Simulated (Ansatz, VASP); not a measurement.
# Two plane-wave programs on B24HN23

```
B H N
1.0
    -3.83091    2.21178   -4.22685
     3.83091   -2.21178   -4.22685
    -3.83091   -6.63533    4.22685
B H N
24 1 23
Direct
  0.64460 0.31237 0.00024
  0.17166 0.83857 0.00025
  0.83359 0.00692 0.83533
  0.33848 0.49966 0.83318
  0.00331 0.66964 0.66554
  0.50140 0.16997 0.66950
  0.16866 0.33607 0.49997
  0.66893 0.83633 0.50049
  0.33800 0.00433 0.33492
  0.83213 0.50071 0.33094
  0.50555 0.66673 0.16730
  0.99847 0.17184 0.16511
  0.58613 0.91273 0.00024
  0.09703 0.43179 0.00023
  0.76405 0.59786 0.83276
  0.24640 0.08426 0.83219
  0.91905 0.25478 0.66819
  0.42043 0.75188 0.66689
  0.08520 0.91941 0.49888
  0.58657 0.42077 0.50158
  0.25108 0.58683 0.33228
  0.75376 0.08521 0.33357
  0.41443 0.25231 0.16827
  0.93156 0.76529 0.16767
  0.77662 0.44589 0.00026
  0.35493 0.02205 0.00023
  0.01776 0.19748 0.83640
  0.52893 0.68522 0.83551
  0.18840 0.85454 0.66542
  0.69316 0.36018 0.67278
  0.35618 0.52323 0.49981
  0.85661 0.02367 0.50066
  0.52321 0.18936 0.33505
  0.02064 0.68766 0.32771
  0.69364 0.84996 0.16497
  0.18160 0.36133 0.16406
  0.76733 0.09647 0.00023
  0.27911 0.60952 0.00023
  0.94279 0.77867 0.83204
  0.42839 0.26510 0.83085
  0.10677 0.44063 0.66696
  0.60578 0.94031 0.66728
  0.27324 0.10693 0.50042
  0.77306 0.60676 0.50004
  0.44004 0.77390 0.33350
  0.93871 0.27327 0.33318
  0.59776 0.43448 0.16961
  0.11100 0.94689 0.16842
```

Alike in both runs: task single point; functional PBE; k mesh 2 × 2 × 2; occupations gaussian, width 0.05 eV; collinear spin.

|  | VASP | Ansatz |
| --- | --- | --- |
| version | VASP 6.6.1 | Ansatz 0.2.0 |
| potentials or method | VASP PAW PBE potentials, release 64 (B, H, N), cutoff 520 eV | scalar-relativistic, plane waves, PAW |
| valence electrons in the cell | 188 | 188 |

VASP gave:

* gap on the k mesh at the Fermi level (eV): 2.11
* rms of the force components (eV/Å): 0.007

Question: Estimate Ansatz's values.

Answer: gap on the k mesh at the Fermi level (eV): 2.11; rms of the force components (eV/Å): 0.005.

Atom by atom the forces differ by 0.004 eV/Å (rms over components). With one functional, cell and mesh, what is left measures potentials, basis and numerics. Ansatz's warnings: stability check not made.

The k mesh is coarse, so the values compare programs but aren't converged.
